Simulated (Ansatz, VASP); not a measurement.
## One calculation of BaZrO3, two programs

```xyz
5
Lattice="4.1815 0.0000 0.0000 0.0000 4.1815 0.0000 0.0000 0.0000 4.1815" Properties=species:S:1:pos:R:3 pbc="T T T"
Ba    2.0907    2.0907    2.0907
Zr    0.0000    0.0000    0.0000
O     2.0907    0.0000    0.0000
O     0.0000    2.0907    0.0000
O     0.0000    0.0000    2.0907
```

Alike in both runs: task single point; functional r2SCAN; k mesh 4 × 4 × 4; occupations gaussian, width 0.1 eV; no spin polarisation.

```csv
,VASP,Ansatz
version,VASP 6.6.1,Ansatz 0.2.0
potentials or method,"VASP PAW PBE potentials, release 64 (Ba_sv, Zr_sv, O_h), cutoff 910 eV","scalar-relativistic, plane waves, PAW"
valence electrons in the cell,40,40
```

Ansatz gave:

| Property | Result |
| --- | --- |
| gap on the k mesh at the Fermi level (eV) | 3.77 |
| least direct gap on the mesh (eV) | 3.98 |

Estimate VASP's values.

gap on the k mesh at the Fermi level (eV): 3.73; least direct gap on the mesh (eV): 3.96.

VASP's potentials were made for PBE, not for r2SCAN.

Neither program's run includes spin-orbit coupling. Noted on VASP's run: the cutoff is short for stress, so the pressure is rough.
